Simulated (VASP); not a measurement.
# BN (F-43m) in VASP: single point with PBE

Aim: the single point of BN with PBE.

Everything below comes from runs of VASP 6.6.1. Logs are shortened: lines on timing, memory, paths and dates and some standing lists are left out, and cuts for length are marked.

**1. The cell of the first run**

The structure is cubic, space group F-43m (No. 216). Conventional cell: a = 3.626 Å, b = 3.626 Å, c = 3.626 Å, α = 90.00°, β = 90.00°, γ = 90.00°. B (site symmetry -43m) has 4 N at 1.57 Å within 2.1 Å. Within 2.1 Å of N (site symmetry -43m) lie 4 B at 1.57 Å.

**2. Single point, PBE**

INCAR reads:

```
ALGO = Normal ; EDIFF = 1E-6
ENCUT = 520 ; GGA = PE
ISIF = 2 ; ISMEAR = 0
LASPH = T ; LCHARG = F
LREAL = Auto ; LWAVE = F
NBANDS = 141 ; NELM = 80
PREC = Accurate ; SIGMA = 0.05
```

KPOINTS reads:

```
k-points
0
Gamma
  2 2 2
```

POSCAR reads:

```
BN
1.0
    0.0000000000      5.4390030000      5.4390030000
    5.4390030000      0.0000000000      5.4390030000
    5.4390030000      5.4390030000      0.0000000000
B N
27 27
Direct
    0.0000000000      0.0000000000      0.0000000000
    0.0000000000      0.0000000000      0.3333330000
    0.0000000000      0.0000000000      0.6666670000
    0.0000000000      0.3333330000      0.0000000000
    0.0000000000      0.3333330000      0.3333330000
    0.0000000000      0.3333330000      0.6666670000
    0.0000000000      0.6666670000      0.0000000000
    0.0000000000      0.6666670000      0.3333330000
    0.0000000000      0.6666670000      0.6666670000
    0.3333330000      0.0000000000      0.0000000000
    0.3333330000      0.0000000000      0.3333330000
    0.3333330000      0.0000000000      0.6666670000
    0.3333330000      0.3333330000      0.0000000000
    0.3333330000      0.3333330000      0.3333330000
    0.3333330000      0.3333330000      0.6666670000
    0.3333330000      0.6666670000      0.0000000000
    0.3333330000      0.6666670000      0.3333330000
    0.3333330000      0.6666670000      0.6666670000
    0.6666670000      0.0000000000      0.0000000000
    0.6666670000      0.0000000000      0.3333330000
    0.6666670000      0.0000000000      0.6666670000
    0.6666670000      0.3333330000      0.0000000000
    0.6666670000      0.3333330000      0.3333330000
    0.6666670000      0.3333330000      0.6666670000
    0.6666670000      0.6666670000      0.0000000000
    0.6666670000      0.6666670000      0.3333330000
    0.6666670000      0.6666670000      0.6666670000
    0.2500000000      0.2500000000      0.2500000000
    0.2500000000      0.2500000000      0.5833330000
    0.2500000000      0.2500000000      0.9166670000
    0.2500000000      0.5833330000      0.2500000000
    0.2500000000      0.5833330000      0.5833330000
    0.2500000000      0.5833330000      0.9166670000
    0.2500000000      0.9166670000      0.2500000000
    0.2500000000      0.9166670000      0.5833330000
    0.2500000000      0.9166670000      0.9166670000
    0.5833330000      0.2500000000      0.2500000000
    0.5833330000      0.2500000000      0.5833330000
    0.5833330000      0.2500000000      0.9166670000
    0.5833330000      0.5833330000      0.2500000000
    0.5833330000      0.5833330000      0.5833330000
    0.5833330000      0.5833330000      0.9166670000
    0.5833330000      0.9166670000      0.2500000000
    0.5833330000      0.9166670000      0.5833330000
    0.5833330000      0.9166670000      0.9166670000
    0.9166670000      0.2500000000      0.2500000000
    0.9166670000      0.2500000000      0.5833330000
    0.9166670000      0.2500000000      0.9166670000
    0.9166670000      0.5833330000      0.2500000000
    0.9166670000      0.5833330000      0.5833330000
    0.9166670000      0.5833330000      0.9166670000
    0.9166670000      0.9166670000      0.2500000000
    0.9166670000      0.9166670000      0.5833330000
    0.9166670000      0.9166670000      0.9166670000
```

Potentials or basis: VASP PAW PBE potentials, release 64 (B, N).

The run is started by

```bash
$ cat potpaw_PBE.64/B/POTCAR potpaw_PBE.64/N/POTCAR > POTCAR
$ mpirun -np 1 vasp_std > vasp.out
```

OUTCAR:

```text
EDIFF = 1E-6
   ENCUT = 520
   GGA = PE
   ISIF = 2
   ISMEAR = 0
   LASPH = T
   LREAL = Auto
   NELM = 80
   PREC = Accurate

 ion  position               nearest neighbor table
   1  0.000  0.000  0.000-  54 1.57  48 1.57  52 1.57  36 1.57
   2  0.000  0.000  0.333-  52 1.57  46 1.57  34 1.57  53 1.57
   3  0.000  0.000  0.667-  35 1.57  47 1.57  53 1.57  54 1.57
   4  0.000  0.333  0.000-  48 1.57  46 1.57  30 1.57  51 1.57
   5  0.000  0.333  0.333-  46 1.57  28 1.57  47 1.57  49 1.57
   6  0.000  0.333  0.667-  29 1.57  47 1.57  48 1.57  50 1.57
[... 46 lines left out ...]
  53  0.917  0.917  0.583-   2 1.57   3 1.57   9 1.57  21 1.57
  54  0.917  0.917  0.917-   1 1.57   3 1.57   7 1.57  19 1.57

  LATTYP: Found a face centered cubic cell.
 ALAT       =    10.8780060000

  Lattice vectors:

 A1 = (   0.0000000000,   5.4390030000,   5.4390030000)
 A2 = (   5.4390030000,   0.0000000000,   5.4390030000)
 A3 = (   5.4390030000,   5.4390030000,   0.0000000000)

Analysis of symmetry for initial positions (statically):
=====================================================================
 Subroutine PRICEL returns following result:

  LATTYP: Found a face centered cubic cell.
 ALAT       =     3.6259983740

  Lattice vectors:

 A1 = (   0.0000000000,   1.8129991870,   1.8129991870)
 A2 = (   1.8129991870,   0.0000000000,   1.8129991870)
 A3 = (   1.8129991870,   1.8129991870,   0.0000000000)

  27 primitive cells build up your supercell.

 Routine SETGRP: Setting up the symmetry group for a
 face centered cubic supercell.

 Subroutine GETGRP returns: Found 24 space group operations
 (whereof 24 operations were pure point group operations)
 out of a pool of 48 trial point group operations.

The static configuration has the point symmetry T_d .

Analysis of symmetry for dynamics (positions and initial velocities):
=====================================================================
 Subroutine PRICEL returns following result:

  LATTYP: Found a face centered cubic cell.
 ALAT       =     3.6259983740

  Lattice vectors:

 A1 = (   0.0000000000,   1.8129991870,   1.8129991870)
 A2 = (   1.8129991870,   0.0000000000,   1.8129991870)
 A3 = (   1.8129991870,   1.8129991870,   0.0000000000)

  27 primitive cells build up your supercell.

 Routine SETGRP: Setting up the symmetry group for a
 face centered cubic supercell.

 Subroutine GETGRP returns: Found 24 space group operations
 (whereof 24 operations were pure point group operations)
 out of a pool of 48 trial point group operations.

The dynamic configuration has the point symmetry T_d .

 Subroutine INISYM returns: Found 24 space group operations
 (whereof 24 operations are pure point group operations),
 and found    27 'primitive' translations

----------------------------------------------------------------------------------------

                                     Primitive cell

  volume of cell :      11.9185

  direct lattice vectors                    reciprocal lattice vectors
     0.000000000  1.812999187  1.812999187    -0.275786114  0.275786114  0.275786114
     1.812999187  0.000000000  1.812999187     0.275786114 -0.275786114  0.275786114
     1.812999187  1.812999187  0.000000000     0.275786114  0.275786114 -0.275786114

  length of vectors
     2.563968039  2.563968039  2.563968039     0.477675561  0.477675561  0.477675561

  position of ions in fractional coordinates (direct lattice)
     0.000000000  0.000000000  0.000000000
     0.750003750  0.750003750  0.750003750

  ion indices of the primitive-cell ions
   primitive index   ion index
                 1           1
                 2          54

----------------------------------------------------------------------------------------

 KPOINTS: k-points

Automatic generation of k-mesh.
 Grid dimensions read from file:
 generate k-points for:    2    2    2

 Generating k-lattice:

  Cartesian coordinates                     Fractional coordinates (reciprocal lattice)
    -0.045964306  0.045964306  0.045964306     0.500000000  0.000000000  0.000000000
     0.045964306 -0.045964306  0.045964306     0.000000000  0.500000000  0.000000000
     0.045964306  0.045964306 -0.045964306     0.000000000  0.000000000  0.500000000

  Length of vectors
     0.079612514  0.079612514  0.079612514

  Shift w.r.t. Gamma in fractional coordinates (k-lattice)
     0.000000000  0.000000000  0.000000000

 Subroutine IBZKPT returns following result:
 ===========================================

 Found      3 irreducible k-points:

 Following reciprocal coordinates:
            Coordinates               Weight
  0.000000  0.000000  0.000000      1.000000
  0.500000  0.000000  0.000000      4.000000
  0.500000  0.500000  0.000000      3.000000
   k-points           NKPTS =      3   k-points in BZ     NKDIM =      3   number of bands    NBANDS=    141
   number of dos      NEDOS =    301   number of ions     NIONS =     54
   total plane-waves  NPLWV = 216000
   dimension x,y,z NGX =    60 NGY =   60 NGZ =   60
   dimension x,y,z NGXF=   120 NGYF=  120 NGZF=  120
   ions per type =              27  27
   NGX,Y,Z   is equivalent  to a cutoff of  12.97, 12.97, 12.97 a.u.
   NGXF,Y,Z  is equivalent  to a cutoff of  25.94, 25.94, 25.94 a.u.
 SYSTEM =  unknown system
   PREC   = accura    normal or accurate (medium, high low for compatibility)
   ISTART =      0    job   : 0-new  1-cont  2-samecut
   ICHARG =      2    charge: 1-file 2-atom 10-const
   ISPIN  =      1    spin polarized calculation?
   LNONCOLLINEAR =      F non collinear calculations
   LSORBIT =      F    spin-orbit coupling
   LASPH  =      T    aspherical Exc in radial PAW
   ENCUT  =  520.0 eV  38.22 Ry    6.18 a.u.  14.30 14.30 14.30*2*pi/ulx,y,z
   NELM   =     80;   NELMIN=  2; NELMDL= -5     # of ELM steps
   EDIFF  = 0.1E-05   stopping-criterion for ELM
   LREAL  =      T    real-space projection
   EDIFFG = 0.1E-04   stopping-criterion for IOM
   NSW    =      0    number of steps for IOM
   IBRION =     -1    ionic relax: 0-MD 1-quasi-New 2-CG
   NFREE  =      0    steps in history (QN), initial steepest desc. (CG)
   ISIF   =      2    stress and relaxation
   ISYM   =      2    0-nonsym 1-usesym 2-fastsym
   POTIM  = 0.5000    time-step for ionic-motion
   TEBEG  =    0.0;   TEEND  =   0.0 temperature during run
   PSTRESS=    0.0 pullay stress
   NELECT =     216.0000    total number of electrons
   NUPDOWN=      -1.0000    fix difference up-down
   EMIN   =  10.00;   EMAX   =-10.00  energy-range for DOS
   EFERMI =   0.00;   METHOD = LEGACY
   ISMEAR =     0;   SIGMA  =   0.05  broadening in eV -4-tet -1-fermi 0-gaus
   EFERMI_NEDOS =   21; number of points for ismear=-14 and -15
   IALGO  =     38    algorithm
   IMIX   =      4    mixing-type and parameters
     AMIX     =   0.40;   BMIX     =  1.00
     AMIX_MAG =   1.60;   BMIX_MAG =  1.00
  volume/ion in A,a.u.               =       5.96        40.22
  Fermi-wavevector in a.u.,A,eV,Ry     =   1.433387  2.708709 27.954506  2.054598
  Thomas-Fermi vector in A             =   2.552911
   LORBIT       =      0    0 simple, 1 ext, 2 COOP (PROOUT), +10 PAW based schemes
   GGA     = PE    functional components
   LHFCALC =     F    Hartree Fock is set to
   AEXX    =    0.0000 exact exchange contribution
   IVDW    =     0    specifies the selected vdW correction
   LEPSILON=     F    determine dielectric tensor
   LRPA    =     F    only Hartree local field effects (RPA)
 non-spin polarized calculation
 Gauss-broadening in eV      SIGMA  =   0.05
  energy-cutoff  :      520.00
  volume of cell :      321.80
 maximum number of plane-waves:      8694
 NGX is ok and might be reduce to    60
   NGX = 29   NGY = 29   NGZ = 29

 number of electron     215.9999980 magnetization

 Free energy of the ion-electron system (eV)
  ---------------------------------------------------
  ext. energy  EPLUGINS =         0.00000000
  ---------------------------------------------------
  free energy    TOTEN  =      -471.08787609 eV

  energy without entropy =     -471.08787609  energy(sigma->0) =     -471.08787609

 E-fermi :   7.5353     XC(G=0): -12.7762

 val. band max:        7.2939032956   @ k =   0.0000   0.0000   0.0000
 cond. band min:      11.7417482536   @ k =   0.5000   0.5000   0.0000
 fundamental gap:      4.4478449580
 Fermi energy:         7.5353274901

 k-point     1 :       0.0000    0.0000    0.0000
  band No.  band energies     occupation
      1     -12.8347      2.00000
      2     -10.3229      2.00000
      3     -10.3229      2.00000
      4     -10.3229      2.00000
      5     -10.3228      2.00000
      6     -10.3228      2.00000
[... 112 lines left out ...]
    119      15.1037      0.00000
    120      15.1037      0.00000

 k-point     2 :       0.5000    0.0000    0.0000
  band No.  band energies     occupation
      1     -12.1699      2.00000
      2     -12.1697      2.00000
      3     -10.4899      2.00000
      4     -10.4899      2.00000
      5     -10.4897      2.00000
      6     -10.4897      2.00000
[... 112 lines left out ...]
    119      15.3452      0.00000
    120      15.3452      0.00000

 k-point     3 :       0.5000    0.5000    0.0000
  band No.  band energies     occupation
      1     -11.9499      2.00000
      2     -11.9499      2.00000
      3     -11.1023      2.00000
      4     -11.1023      2.00000
      5     -11.1023      2.00000
      6     -11.1023      2.00000
[... 112 lines left out ...]
    119      16.0246      0.00000
    120      16.0246      0.00000
 [bands above 120 left out]

------------------------ aborting loop because EDIFF is reached ----------------------------------------

  FORCE on cell =-STRESS in cart. coord.  units (eV):
  Direction    XX          YY          ZZ          XY          YZ          ZX
  --------------------------------------------------------------------------------------
  -------------------------------------------------------------------------------------
  Total       -0.1905039     -0.1905039     -0.1905039     -0.0000000     -0.0000000     -0.0000000
  in kB       -0.9484762     -0.9484762     -0.9484762     -0.0000000     -0.0000000     -0.0000000
  external PRESSURE =      -0.9484762 kB  Pullay stress =       0.0000000 kB

 VOLUME and BASIS-vectors are now :
 -----------------------------------------------------------------------------
  energy-cutoff  :      520.00
  volume of cell :      321.80
      direct lattice vectors                 reciprocal lattice vectors
     0.000000000  5.439003000  5.439003000    -0.091928613  0.091928613  0.091928613
     5.439003000  0.000000000  5.439003000     0.091928613 -0.091928613  0.091928613
     5.439003000  5.439003000  0.000000000     0.091928613  0.091928613 -0.091928613

 POSITION                                       TOTAL-FORCE (eV/Angst)
 -----------------------------------------------------------------------------------
      0.00000      0.00000      0.00000         0.000000      0.000000      0.000000
      1.81300      1.81300      0.00000         0.000000      0.000000      0.000000
      3.62600      3.62600      0.00000         0.000000      0.000000      0.000000
      1.81300      0.00000      1.81300         0.000000      0.000000      0.000000
      3.62600      1.81300      1.81300         0.000000      0.000000      0.000000
      5.43900      3.62600      1.81300         0.000000      0.000000      0.000000
[... 46 lines left out ...]
      8.15850      8.15850      9.97151         0.000000     -0.000000      0.000000
      9.97151      9.97151      9.97151         0.000000     -0.000000     -0.000000
 -----------------------------------------------------------------------------------
    total drift:                               -0.000001     -0.000001     -0.000002

  FREE ENERGIE OF THE ION-ELECTRON SYSTEM (eV)
  ---------------------------------------------------
  free  energy   TOTEN  =      -471.0878760924 eV

  energy  without entropy=     -471.0878760924  energy(sigma->0) =     -471.08787609
```

It took 6.1 min on 1 thread of Intel Xeon Platinum 8375C at 2.90GHz (Ice Lake), shared host; peak memory 0.51 GiB.

What came out:

- Free energy: -471.0879 eV
- Pressure: -0.1 GPa
- Band gap on the k mesh: 4.45 eV

Levels at points of the mesh, in eV from the valence-band top:
```csv
k point,band 104,band 105,band 106,band 107,band 108,band 109,band 110,band 111,band 112,band 113
"(0.00, 0.00, 0.00)",-1.55,-1.55,0.00,0.00,0.00,5.67,5.67,5.67,5.67,5.67
"(0.50, 0.00, 0.00)",-1.92,-0.61,-0.61,-0.61,-0.61,6.21,6.21,6.21,6.21,6.21
"(0.50, 0.50, 0.00)",-1.73,-0.85,-0.85,-0.85,-0.85,4.45,7.71,7.71,7.74,7.74
```

Caveat: the k points lie up to 0.50 Å⁻¹ apart.
